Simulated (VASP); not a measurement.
Set up this calculation in VASP 6.6.1, as the native input.

```yaml
Task: single point
Functional: LDA
Potentials_or_basis: VASP PAW LDA potentials, release 64 (Hf_pv, N)
Cutoff: 600 eV
k_mesh: 10 × 10 × 10
Occupations: fermi-dirac, width 0.05 eV
Spin: no spin polarisation
Dipole_correction: no
Further_INCAR_settings: ALGO = Normal; EDIFF = 1e-06; NBANDS = 14
```

The structure of HfN lies in POSCAR:

```
HfN
1.0
    0.0000000000      2.2560000000      2.2560000000
    2.2560000000      0.0000000000      2.2560000000
    2.2560000000      2.2560000000      0.0000000000
Hf N
1 1
Direct
    0.0000000000      0.0000000000      0.0000000000
    0.5000000000      0.5000000000      0.5000000000
```

The input as run:

INCAR

```
PREC     = Accurate       # precision mode
ENCUT    = 600            # plane-wave cutoff, eV
EDIFF    = 1E-6           # SCF threshold, eV
ISMEAR   = -1             # smearing method
SIGMA    = 0.05           # smearing width, eV
LREAL    = F              # projectors in reciprocal space
LASPH    = T              # aspherical terms in the spheres
NELM     = 120            # most SCF steps
ALGO     = Normal         # electronic algorithm
ISIF     = 2              # what is computed and relaxed
LWAVE    = F              # write WAVECAR
LCHARG   = T              # write CHGCAR
LELF     = T              # ELF
LVHAR    = T            
NBANDS   = 14             # bands
GGA_COMPAT= F
```

KPOINTS

```
Automatic mesh
0
Gamma
  10 10 10
```

Potentials or basis: VASP PAW LDA potentials, release 64 (Hf_pv, N).

Command:

```sh
$ cat potpaw_LDA.64/Hf_pv/POTCAR potpaw_LDA.64/N/POTCAR > POTCAR
$ mpirun -np 1 vasp_std > vasp.out
```

Results of the run:

```json
{
 "Pressure": "-9.6 GPa",
 "Band gap on the k mesh": "zero (an odd number of electrons rules out a gap without spin polarisation)"
}
```

Caveat: the cell stands under tension; spin-orbit coupling is left out, which moves the levels of the heavy elements; an odd number of electrons without spin polarisation forces a metal; a magnetic or distorted state may lie lower.

Run time: 21 s on 1 thread of Intel(R) Xeon(R) Platinum 8259CL CPU @ 2.50GHz (Skylake/Cascade Lake), on a shared host, peak memory 0.15 GiB.
